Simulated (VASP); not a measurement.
Here is a VASP 6.6.1 calculation.

Contents of POSCAR:

```
PbSe
1.0
    4.3084324645      0.0000000000      0.0000000000
   -2.1542162322      3.7312119647      0.0000000000
    0.0000000000      0.0000000000      7.5764436040
Pb Se
2 2
Direct
    0.0000000000      0.0000000000      0.0000000000
    0.0000000000      0.0000000000      0.5000000000
    0.3333333333      0.6666666667      0.2500000000
    0.6666666667      0.3333333333      0.7500000000
```

Contents of INCAR.step1:

```
PREC = Accurate
ENCUT = 600
ISMEAR = -1
SIGMA = 0.02
LREAL = False
LASPH = True
NELM = 100
GGA = PE
ALGO = Normal
EDIFF = 1E-4
LWAVE = True
LCHARG = False
```

File INCAR.step2:

```
PREC = Accurate
ENCUT = 600
EDIFF = 1E-6
ISMEAR = -1
SIGMA = 0.02
LREAL = False
LASPH = True
NELM = 100
ALGO = Normal
ISIF = 3
LWAVE = False
LCHARG = False
METAGGA = R2SCAN
LMIXTAU = True
IBRION = 2
NSW = 80
EDIFFG = -0.005
ISTART = 1
```

The input KPOINTS:

```
Automatic mesh
0
Gamma
  6 6 4
```

Potentials or basis: VASP PAW PBE potentials, release 64 (Pb_d, Se).

The run is started by

```sh
$ cat potpaw_PBE.64/Pb_d/POTCAR potpaw_PBE.64/Se/POTCAR > POTCAR
$ cp INCAR.step1 INCAR
$ mpirun -np 1 vasp_std > vasp.out
$ cp INCAR.step2 INCAR
$ mpirun -np 1 vasp_std > vasp.out
```

Question: What does it give for the relaxed cell?

Answer: a = 4.275 Å, b = 4.275 Å, c = 7.557 Å, α = 90.00°, β = 90.00°, γ = 120.00°.

Question: Estimate the space group after relaxing (to 0.1 Å).

Answer: P6_3/mmc (No. 194).

The path:
```tsv
step	energy change (eV)	largest force (eV/Å)	pressure (GPa)	volume (Å³)
1	0.0000	0.0000	-0.88	121.80
2	-0.0054	0.0000	0.32	118.87
3	-0.0061	0.0000	0.01	119.61
4	-0.0061	0.0000	0.00	119.65
5	-0.0063	0.0000	-0.02	119.62
6	-0.0064	0.0000	-0.02	119.57
7	-0.0064	0.0000	-0.02	119.58
```

Caveat: the PAW data sets were made with another functional, which shifts forces and pressure a little.
